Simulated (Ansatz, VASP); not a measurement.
## BN in VASP and in Ansatz

```
B N
1.0
     2.55394    0.00000    0.00000
    -1.27697    2.21178    0.00000
     0.00000    0.00000    4.22685
B N
2 2
Direct
  0.69684 0.35931 0.01063
  0.33997 0.69129 0.49597
  0.65316 0.31943 0.59959
  0.31002 0.62997 0.14382
```

Change from the starting cell: all atoms moved at random (sigma 0.06 Å a component).

Alike in both runs: task single point; functional PBE; k mesh 12 × 12 × 6; occupations gaussian, width 0.05 eV; no spin polarisation.

```csv
,VASP,Ansatz
version,VASP 6.6.1,Ansatz 0.2.0
potentials or method,"VASP PAW PBE potentials, release 64 (B, N), cutoff 520 eV","scalar-relativistic, plane waves, PAW"
valence electrons in the cell,16,16
```

```csv
,VASP,Ansatz,Ansatz less VASP
gap on the k mesh at the Fermi level (eV),4.68,4.70,+0.015
least direct gap on the mesh (eV),7.00,7.00,+0.001
pressure (GPa),10.2,10.0,-0.22
"traceless stress, the component that is largest in VASP (GPa)",-4.82,-4.87,-0.051
rms of the force components (eV/Å),2.418,2.409,-0.0092
```

Atom by atom the forces differ by 0.011 eV/Å (rms over components).
